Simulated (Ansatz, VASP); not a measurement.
**CdS: VASP beside Ansatz**

```
CELL_PARAMETERS angstrom
4.19703 0.00000 0.00000
-2.09851 3.63473 0.00000
0.00000 0.00000 6.82788
ATOMIC_POSITIONS crystal
Cd 0.33333 0.66667 0.00417
Cd 0.66667 0.33333 0.50417
S 0.33333 0.66667 0.38083
S 0.66667 0.33333 0.88083
```

Alike in both runs: task single point; functional PBE; k mesh 10 × 10 × 6; occupations gaussian, width 0.1 eV; no spin polarisation.

|  | VASP | Ansatz |
| --- | --- | --- |
| version | VASP 6.6.1 | Ansatz 0.2.0 |
| potentials or method | VASP PAW PBE potentials, release 64 (Cd, S), cutoff 520 eV | scalar-relativistic, plane waves, PAW |
| valence electrons in the cell | 36 | 52 |

VASP gave:

```
pressure (GPa) : 0.3
```

Question: What did Ansatz give for the same quantities?

Answer: Pressure (GPa): 0.0.

VASP's potentials hold 36 valence electrons a cell and Ansatz's 52, so a difference there can come from the potentials and not from the codes.
